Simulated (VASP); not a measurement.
# Be (P6_3/mmc) in VASP: a series of runs

Be is run at these levels: LDA; tasks: single point.

Everything below comes from runs of VASP 6.6.1. Logs are shortened: lines on timing, memory, paths and dates and some standing lists are left out, and cuts for length are marked.

## (1) The cell of the first run

Symmetry: P6_3/mmc, No. 194, hexagonal system. The conventional cell has a = 2.230 Å, b = 2.230 Å, c = 3.508 Å, α = 90.00°, β = 90.00°, γ = 120.00°. Within 2.9 Å of Be (site symmetry -6m2) lie 12 Be at 2.18 to 2.23 Å.

## (2) Single point, LDA

File INCAR:

```
SYSTEM = Be
PREC = Accurate ; ENCUT = 520
EDIFF = 1E-6 ; ISMEAR = 1
SIGMA = 0.1 ; LREAL = .False.
LASPH = .True. ; NELM = 80
ALGO = Normal ; ISIF = 2
LWAVE = .False. ; LCHARG = .True.
GGA = CA ; LELF = .True.
LVHAR = .True. ; NBANDS = 9
```

File KPOINTS:

```
Automatic mesh
0
Gamma
  16 16 9
  0 0 0
```

File POSCAR:

```
Be
1.0
    2.2295160349      0.0000000000      0.0000000000
   -1.1147580175      1.9308175243      0.0000000000
    0.0000000000      0.0000000000      3.5083258361
Be
2
Direct
    0.3333333333      0.6666666667      0.2500000000
    0.6666666667      0.3333333333      0.7500000000
```

Potentials or basis: VASP PAW LDA potentials, release 64 (Be).

Run with:

```console
cat potpaw_LDA.64/Be/POTCAR > POTCAR
mpirun -np 1 vasp_std > vasp.out
```

OUTCAR:

```text
SYSTEM = Be
   PREC = Accurate
   ENCUT = 520
   EDIFF = 1E-6
   ISMEAR = 1
   LREAL = .False.
   LASPH = .True.
   NELM = 80
   ISIF = 2
   GGA = CA

 ion  position               nearest neighbor table
   1  0.333  0.667  0.250-   2 2.18   2 2.18   2 2.18   2 2.18   2 2.18   2 2.18
   2  0.667  0.333  0.750-   1 2.18   1 2.18   1 2.18   1 2.18   1 2.18   1 2.18

  LATTYP: Found a hexagonal cell.
 ALAT       =     2.2295160349
 C/A-ratio  =     1.5735817914

  Lattice vectors:

 A1 = (   2.2295160349,   0.0000000000,   0.0000000000)
 A2 = (  -1.1147580175,   1.9308175243,   0.0000000000)
 A3 = (   0.0000000000,   0.0000000000,   3.5083258361)

Analysis of symmetry for initial positions (statically):
=====================================================================
 Subroutine PRICEL returns:
 Original cell was already a primitive cell.

 Routine SETGRP: Setting up the symmetry group for a
 hexagonal supercell.

 Subroutine GETGRP returns: Found 24 space group operations
 (whereof 12 operations were pure point group operations)
 out of a pool of 24 trial point group operations.

The static configuration has the point symmetry D_3d.
 The point group associated with its full space group is D_6h.

Analysis of symmetry for dynamics (positions and initial velocities):
=====================================================================
 Subroutine PRICEL returns:
 Original cell was already a primitive cell.

 Routine SETGRP: Setting up the symmetry group for a
 hexagonal supercell.

 Subroutine GETGRP returns: Found 24 space group operations
 (whereof 12 operations were pure point group operations)
 out of a pool of 24 trial point group operations.

The dynamic configuration has the point symmetry D_3d.
 The point group associated with its full space group is D_6h.

 Subroutine INISYM returns: Found 24 space group operations
 (whereof 12 operations are pure point group operations),
 and found     1 'primitive' translations

----------------------------------------------------------------------------------------

                                     Primitive cell

  volume of cell :      15.1026

  direct lattice vectors                    reciprocal lattice vectors
     2.229516035  0.000000000  0.000000000     0.448527835  0.258957666  0.000000000
    -1.114758018  1.930817524  0.000000000     0.000000000  0.517915332  0.000000000
     0.000000000  0.000000000  3.508325836     0.000000000  0.000000000  0.285036239

  length of vectors
     2.229516035  2.229516035  3.508325836     0.517915332  0.517915332  0.285036239

  position of ions in fractional coordinates (direct lattice)
     0.333333333  0.666666667  0.250000000
     0.666666667  0.333333333  0.750000000

  ion indices of the primitive-cell ions
   primitive index   ion index
                 1           1
                 2           2

----------------------------------------------------------------------------------------

 KPOINTS: Automatic mesh

Automatic generation of k-mesh.
 Grid dimensions read from file:
 generate k-points for:   16   16    9

 Generating k-lattice:

  Cartesian coordinates                     Fractional coordinates (reciprocal lattice)
     0.028032990  0.016184854  0.000000000     0.062500000  0.000000000  0.000000000
     0.000000000  0.032369708  0.000000000     0.000000000  0.062500000  0.000000000
     0.000000000  0.000000000  0.031670693     0.000000000  0.000000000  0.111111111

  Length of vectors
     0.032369708  0.032369708  0.031670693

  Shift w.r.t. Gamma in fractional coordinates (k-lattice)
     0.000000000  0.000000000  0.000000000

 Subroutine IBZKPT returns following result:
 ===========================================

 Found    150 irreducible k-points:

 Following reciprocal coordinates:
            Coordinates               Weight
  0.000000  0.000000  0.000000      1.000000
  0.062500  0.000000  0.000000      6.000000
  0.125000  0.000000  0.000000      6.000000
  0.187500  0.000000  0.000000      6.000000
  0.250000  0.000000  0.000000      6.000000
  0.312500  0.000000  0.000000      6.000000
[... 16 lines left out ...]
  0.187500  0.187500  0.000000      6.000000
  0.250000  0.187500  0.000000     12.000000
 [... further k-points ...]
   k-points           NKPTS =    150   k-points in BZ     NKDIM =    150   number of bands    NBANDS=      9
   number of dos      NEDOS =    301   number of ions     NIONS =      2
   total plane-waves  NPLWV =   9072
   dimension x,y,z NGX =    18 NGY =   18 NGZ =   28
   dimension x,y,z NGXF=    36 NGYF=   36 NGZF=   56
   ions per type =               2
   NGX,Y,Z   is equivalent  to a cutoff of  13.42, 13.42, 13.27 a.u.
   NGXF,Y,Z  is equivalent  to a cutoff of  26.84, 26.84, 26.54 a.u.
 SYSTEM =  Be
   PREC   = accura    normal or accurate (medium, high low for compatibility)
   ISTART =      0    job   : 0-new  1-cont  2-samecut
   ICHARG =      2    charge: 1-file 2-atom 10-const
   ISPIN  =      1    spin polarized calculation?
   LNONCOLLINEAR =      F non collinear calculations
   LSORBIT =      F    spin-orbit coupling
   LASPH  =      T    aspherical Exc in radial PAW
   ENCUT  =  520.0 eV  38.22 Ry    6.18 a.u.   4.15  4.15  6.52*2*pi/ulx,y,z
   NELM   =     80;   NELMIN=  2; NELMDL= -5     # of ELM steps
   EDIFF  = 0.1E-05   stopping-criterion for ELM
   LREAL  =      F    real-space projection
   EDIFFG = 0.1E-04   stopping-criterion for IOM
   NSW    =      0    number of steps for IOM
   IBRION =     -1    ionic relax: 0-MD 1-quasi-New 2-CG
   NFREE  =      0    steps in history (QN), initial steepest desc. (CG)
   ISIF   =      2    stress and relaxation
   ISYM   =      2    0-nonsym 1-usesym 2-fastsym
   POTIM  = 0.5000    time-step for ionic-motion
   TEBEG  =    0.0;   TEEND  =   0.0 temperature during run
   PSTRESS=    0.0 pullay stress
   NELECT =       4.0000    total number of electrons
   NUPDOWN=      -1.0000    fix difference up-down
   EMIN   =  10.00;   EMAX   =-10.00  energy-range for DOS
   EFERMI =   0.00;   METHOD = LEGACY
   ISMEAR =     1;   SIGMA  =   0.10  broadening in eV -4-tet -1-fermi 0-gaus
   EFERMI_NEDOS =   21; number of points for ismear=-14 and -15
   IALGO  =     38    algorithm
   IMIX   =      4    mixing-type and parameters
     AMIX     =   0.40;   BMIX     =  1.00
     AMIX_MAG =   1.60;   BMIX_MAG =  1.00
  volume/ion in A,a.u.               =       7.55        50.96
  Fermi-wavevector in a.u.,A,eV,Ry     =   1.051343  1.986749 15.038807  1.105321
  Thomas-Fermi vector in A             =   2.186382
   LORBIT       =      0    0 simple, 1 ext, 2 COOP (PROOUT), +10 PAW based schemes
   GGA     = CA    functional components
   LHFCALC =     F    Hartree Fock is set to
   AEXX    =    0.0000 exact exchange contribution
   IVDW    =     0    specifies the selected vdW correction
   LEPSILON=     F    determine dielectric tensor
   LRPA    =     F    only Hartree local field effects (RPA)
 non-spin polarized calculation
 Methfessel and Paxton  Order N= 1 SIGMA  =   0.10
  energy-cutoff  :      520.00
  volume of cell :       15.10
 maximum number of plane-waves:       424
 NGX is ok and might be reduce to    18
   NGX =  9   NGY =  9   NGZ = 13

 number of electron       4.0000000 magnetization

 Free energy of the ion-electron system (eV)
  ---------------------------------------------------
  ext. energy  EPLUGINS =         0.00000000
  ---------------------------------------------------
  free energy    TOTEN  =        -8.42371524 eV

  energy without entropy =       -8.42343398  energy(sigma->0) =       -8.42362148

 E-fermi :   7.1034     XC(G=0): -10.7733

 val. band max:        7.0927165812   @ k =   0.3125   0.1250   0.0000
 cond. band min:       7.1193742441   @ k =   0.2500   0.2500   0.1111
 fundamental gap:      0.0266576630
 Fermi energy:         7.1034321996

 k-point     1 :       0.0000    0.0000    0.0000
  band No.  band energies     occupation
      1      -4.3016      2.00000
      2       2.5473      2.00000
      3       8.5491     -0.00000
      4      23.4467      0.00000
      5      23.4467      0.00000
      6      26.3776      0.00000
      7      26.3776      0.00000
      8      28.4988      0.00000
      9      35.1402      0.00000

 k-point     2 :       0.0625    0.0000    0.0000
  band No.  band energies     occupation
      1      -4.1895      2.00000
      2       2.6988      2.00000
      3       8.5720     -0.00000
      4      22.5451      0.00000
      5      22.7576      0.00000
      6      26.3980      0.00000
      7      26.7214      0.00000
      8      28.2826      0.00000
      9      33.3163      0.00000

 k-point     3 :       0.1250    0.0000    0.0000
  band No.  band energies     occupation
      1      -3.8530      2.00000
      2       3.1525      2.00000
      3       8.6303     -0.00000
      4      20.4149      0.00000
      5      21.4442      0.00000
      6      26.3407      0.00000
      7      26.9564      0.00000
      8      27.5044      0.00000
      9      30.8064      0.00000

 k-point     4 :       0.1875    0.0000    0.0000
  band No.  band energies     occupation
      1      -3.2913      2.00000
      2       3.9066      2.00000
      3       8.6767     -0.00000
      4      17.9146      0.00000
      5      20.1084      0.00000
      6      25.8238      0.00000
      7      25.8801      0.00000
      8      26.6509      0.00000
      9      28.6051      0.00000
[... 205 lines left out ...]
 k-point    22 :       0.4375    0.1250    0.0000
  band No.  band energies     occupation
      1       2.4242      2.00000
      2       4.3522      2.00000
      3      11.2811      0.00000
      4      12.6775      0.00000
      5      14.1466      0.00000
      6      14.1888      0.00000
      7      20.3523      0.00000
      8      23.6951      0.00000
      9      25.8274      0.00000

 k-point    23 :       0.1875    0.1875    0.0000
  band No.  band energies     occupation
      1      -1.2562      2.00000
      2       6.5919      2.00000
      3       8.6375     -0.00000
      4      12.8249      0.00000
      5      16.0484      0.00000
      6      21.4571      0.00000
      7      23.5348      0.00000
      8      24.1140      0.00000
      9      26.6183      0.00000

 k-point    24 :       0.2500    0.1875    0.0000
  band No.  band energies     occupation
      1      -0.1243      2.00000
      2       8.0530     -0.00000
      3       8.1610     -0.00000
      4      11.1268      0.00000
      5      15.1644      0.00000
      6      19.3431      0.00000
      7      22.4789      0.00000
      8      23.5382      0.00000
      9      24.7699      0.00000

 [... further k-points ...]
[... 5 lines left out ...]
  --------------------------------------------------------------------------------------
  -------------------------------------------------------------------------------------
  Total        0.0491472      0.0491472      0.0247215     -0.0000000      0.0000000      0.0000000
  in kB        5.2138342      5.2138342      2.6226120     -0.0000000      0.0000000      0.0000000
  external PRESSURE =       4.3500934 kB  Pullay stress =       0.0000000 kB

 VOLUME and BASIS-vectors are now :
 -----------------------------------------------------------------------------
  energy-cutoff  :      520.00
  volume of cell :       15.10
      direct lattice vectors                 reciprocal lattice vectors
     2.229516035  0.000000000  0.000000000     0.448527835  0.258957666  0.000000000
    -1.114758018  1.930817524  0.000000000     0.000000000  0.517915332  0.000000000
     0.000000000  0.000000000  3.508325836     0.000000000  0.000000000  0.285036239

 POSITION                                       TOTAL-FORCE (eV/Angst)
 -----------------------------------------------------------------------------------
     -0.00000      1.28721      0.87708        -0.000000      0.000000      0.000000
      1.11476      0.64361      2.63124         0.000000     -0.000000      0.000000
 -----------------------------------------------------------------------------------
    total drift:                                0.000000     -0.000000      0.000000

  FREE ENERGIE OF THE ION-ELECTRON SYSTEM (eV)
  ---------------------------------------------------
  free  energy   TOTEN  =        -8.4237152358 eV

  energy  without entropy=       -8.4234339812  energy(sigma->0) =       -8.42362148
```

Run time: 12 s. Hardware: 1 thread of Intel Xeon Platinum 8259CL at 2.50GHz (Skylake/Cascade Lake), shared host; peak memory 0.12 GiB.

Results:

| Property | Result |
| --- | --- |
| Free energy | -8.4237 eV |
| Pressure | 0.4 GPa |
| Band gap on the k mesh | zero (band 2 reaches 8.05 eV, above the bottom of band 3 at 6.47 eV) |

## (3) Single point, LDA

File INCAR:

```
SYSTEM = Be
  PREC = Accurate
  ENCUT = 520
  EDIFF = 1E-7
  ISMEAR = 1
  SIGMA = 0.2
  LREAL = .False.
  LASPH = .True.
  NELM = 100
  ALGO = Normal
  ISIF = 2
  LWAVE = .False.
  LCHARG = .False.
  GGA = CA
  NBANDS = 9
```

File KPOINTS:

```
regular mesh
0
Gamma
  16 16 9
  0 0 0
```

POSCAR is that of step 2.

Potentials or basis: VASP PAW LDA potentials, release 64 (Be).

Run with:

```console
cat potpaw_LDA.64/Be/POTCAR > POTCAR
mpirun -np 1 vasp_std > vasp.out
```

OUTCAR:

```text
SYSTEM = Be
   PREC = Accurate
   ENCUT = 520
   EDIFF = 1E-7
   ISMEAR = 1
   LREAL = .False.
   LASPH = .True.
   NELM = 100
   ISIF = 2
   GGA = CA

 ion  position               nearest neighbor table
   1  0.333  0.667  0.250-   2 2.18   2 2.18   2 2.18   2 2.18   2 2.18   2 2.18
   2  0.667  0.333  0.750-   1 2.18   1 2.18   1 2.18   1 2.18   1 2.18   1 2.18

  LATTYP: Found a hexagonal cell.
 ALAT       =     2.2295160349
 C/A-ratio  =     1.5735817914

  Lattice vectors:

 A1 = (   2.2295160349,   0.0000000000,   0.0000000000)
 A2 = (  -1.1147580175,   1.9308175243,   0.0000000000)
 A3 = (   0.0000000000,   0.0000000000,   3.5083258361)

Analysis of symmetry for initial positions (statically):
=====================================================================
 Subroutine PRICEL returns:
 Original cell was already a primitive cell.

 Routine SETGRP: Setting up the symmetry group for a
 hexagonal supercell.

 Subroutine GETGRP returns: Found 24 space group operations
 (whereof 12 operations were pure point group operations)
 out of a pool of 24 trial point group operations.

The static configuration has the point symmetry D_3d.
 The point group associated with its full space group is D_6h.

Analysis of symmetry for dynamics (positions and initial velocities):
=====================================================================
 Subroutine PRICEL returns:
 Original cell was already a primitive cell.

 Routine SETGRP: Setting up the symmetry group for a
 hexagonal supercell.

 Subroutine GETGRP returns: Found 24 space group operations
 (whereof 12 operations were pure point group operations)
 out of a pool of 24 trial point group operations.

The dynamic configuration has the point symmetry D_3d.
 The point group associated with its full space group is D_6h.

 Subroutine INISYM returns: Found 24 space group operations
 (whereof 12 operations are pure point group operations),
 and found     1 'primitive' translations

[... 115 lines left out ...]
  volume/ion in A,a.u.               =       7.55        50.96
  Fermi-wavevector in a.u.,A,eV,Ry     =   1.051343  1.986749 15.038807  1.105321
  Thomas-Fermi vector in A             =   2.186382
   LORBIT       =      0    0 simple, 1 ext, 2 COOP (PROOUT), +10 PAW based schemes
   GGA     = CA    functional components
   LHFCALC =     F    Hartree Fock is set to
   AEXX    =    0.0000 exact exchange contribution
   IVDW    =     0    specifies the selected vdW correction
   LEPSILON=     F    determine dielectric tensor
   LRPA    =     F    only Hartree local field effects (RPA)
 non-spin polarized calculation
 Methfessel and Paxton  Order N= 1 SIGMA  =   0.20
  energy-cutoff  :      520.00
  volume of cell :       15.10
 maximum number of plane-waves:       424
 NGX is ok and might be reduce to    18
   NGX =  9   NGY =  9   NGZ = 13

 number of electron       4.0000000 magnetization

 Free energy of the ion-electron system (eV)
  ---------------------------------------------------
  ext. energy  EPLUGINS =         0.00000000
  ---------------------------------------------------
  free energy    TOTEN  =        -8.42396986 eV

  energy without entropy =       -8.42372726  energy(sigma->0) =       -8.42388899

 E-fermi :   7.0814     XC(G=0): -10.7733

 val. band max:        6.7792608973   @ k =   0.3125   0.1875   0.0000
 cond. band min:       7.0926495794   @ k =   0.3125   0.1250   0.0000
 fundamental gap:      0.3133886821
 Fermi energy:         7.0813760698

 k-point     1 :       0.0000    0.0000    0.0000
  band No.  band energies     occupation
      1      -4.3016      2.00000
      2       2.5474      2.00000
      3       8.5490     -0.00000
      4      23.4467      0.00000
      5      23.4467      0.00000
      6      26.3776      0.00000
      7      26.3776      0.00000
      8      28.4989      0.00000
      9      35.1401      0.00000
[... 265 lines left out ...]
 k-point    24 :       0.2500    0.1875    0.0000
  band No.  band energies     occupation
      1      -0.1243      2.00000
      2       8.0531     -0.00000
      3       8.1609     -0.00000
      4      11.1268      0.00000
      5      15.1643      0.00000
      6      19.3433      0.00000
      7      22.4788      0.00000
      8      23.5382      0.00000
      9      24.7700      0.00000

 [... further k-points ...]
[... 5 lines left out ...]
  --------------------------------------------------------------------------------------
  -------------------------------------------------------------------------------------
  Total        0.0443572      0.0443572      0.0329053     -0.0000000      0.0000000     -0.0000000
  in kB        4.7056856      4.7056856      3.4907952     -0.0000000      0.0000000     -0.0000000
  external PRESSURE =       4.3007222 kB  Pullay stress =       0.0000000 kB

 VOLUME and BASIS-vectors are now :
 -----------------------------------------------------------------------------
  energy-cutoff  :      520.00
  volume of cell :       15.10
      direct lattice vectors                 reciprocal lattice vectors
     2.229516035  0.000000000  0.000000000     0.448527835  0.258957666  0.000000000
    -1.114758018  1.930817524  0.000000000     0.000000000  0.517915332  0.000000000
     0.000000000  0.000000000  3.508325836     0.000000000  0.000000000  0.285036239

 POSITION                                       TOTAL-FORCE (eV/Angst)
 -----------------------------------------------------------------------------------
     -0.00000      1.28721      0.87708         0.000000     -0.000000      0.000000
      1.11476      0.64361      2.63124        -0.000000      0.000000      0.000000
 -----------------------------------------------------------------------------------
    total drift:                                0.000000     -0.000000      0.000000

  FREE ENERGIE OF THE ION-ELECTRON SYSTEM (eV)
  ---------------------------------------------------
  free  energy   TOTEN  =        -8.4239698558 eV

  energy  without entropy=       -8.4237272569  energy(sigma->0) =       -8.42388899
```

stdout:

```text
POSCAR found type information on POSCAR Be
 POSCAR found :  1 types and       2 ions
 scaLAPACK will be used
 LDA part: xc-table for (Slater(with rela. corr.)+CA(PZ))
 , standard interpolation
 POSCAR, INCAR and KPOINTS ok, starting setup
 FFT: planning ... GRIDC
 FFT: planning ... GRID_SOFT
 FFT: planning ... GRID
 WAVECAR not read
 entering main loop
```

It took 11 s on 1 thread of Intel Xeon Platinum 8259CL at 2.50GHz (Skylake/Cascade Lake), shared host; peak memory 0.12 GiB.

What came out:

```
Free energy            : -8.4240 eV
Pressure               : 0.4 GPa
Band gap on the k mesh : zero (band 2 reaches 8.05 eV, above the bottom of band 3 at 6.47 eV)
```

Levels at points of the mesh, in eV from the Fermi level:
```csv
k point,band 1,band 2,band 3,band 4,band 5,band 6,band 7
"(0.00, 0.00, 0.00)",-11.38,-4.53,1.47,16.37,16.37,19.30,19.30
"(0.50, 0.00, 0.00)",-5.09,-3.06,3.75,6.74,7.14,9.64,10.64
```
